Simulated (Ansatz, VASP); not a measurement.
## Si2Ni in VASP and in Ansatz

Contents of INCAR:

```
PREC = Accurate
ENCUT = 520
EDIFF = 1E-6
ISMEAR = 0
SIGMA = 0.15
LREAL = F
LASPH = T
NELM = 100
ALGO = Normal
ISIF = 2
LWAVE = F
LCHARG = F
GGA = PE
NBANDS = 16
```

The input KPOINTS:

```
regular mesh
0
Gamma
  16 16 16
```

POSCAR

```
Si2Ni
1.0
    0.0000000000      2.7029873036      2.7234129004
    2.7438384972      0.0000000000      2.7234129004
    2.7438384972      2.7029873036      0.0000000000
Si Ni
2 1
Direct
    0.2500000000      0.2500000000      0.2500000000
    0.7500000000      0.7500000000      0.7500000000
    0.0000000000      0.0000000000      0.0000000000
```

Input for Ansatz:

```yaml
crystal:
  lattice:
    - [0.0, 2.7029873036, 2.7234129004]
    - [2.7438384972, 0.0, 2.7234129004]
    - [2.7438384972, 2.7029873036, 0.0]
  atoms:
    - { symbol: Si, position: [0.25, 0.25, 0.25] }
    - { symbol: Si, position: [0.75, 0.75, 0.75] }
    - { symbol: Ni, position: [0.0, 0.0, 0.0] }
basis:
  ecutwfc: 420
kpoints:
  mp_grid: { grid: [16, 16, 16] }
hamiltonian:
  xc: pbe
scf:
  occupations: { method: gaussian, width: 0.15 }
output:
  forces: true
  stress: true
  eigenvalues: true
```

Change from the starting cell: strain +0.0075 x Voigt [1, -1, 0, 0, 0, 0], atoms carried along.

Alike in both runs: task single point; functional PBE; k mesh 16 × 16 × 16; occupations gaussian, width 0.15 eV; no spin polarisation.

```csv
,VASP,Ansatz
version,VASP 6.6.1,Ansatz 0.2.0
potentials or method,"VASP PAW PBE potentials, release 64 (Si, Ni), cutoff 520 eV","scalar-relativistic, plane waves, PAW"
valence electrons in the cell,18,26
```

```tsv
	VASP	Ansatz	Ansatz less VASP
gap on the k mesh at the Fermi level (eV)	none	none	-
pressure (GPa)	-0.2	-0.1	+0.10
traceless stress, the component that is largest in VASP (GPa)	0.35	0.36	+0.010
```

A gap of «none» marks a metal or a gap that the smearing closes. VASP's potentials hold 18 valence electrons a cell and Ansatz's 26, so a difference there can come from the potentials and not from the codes.
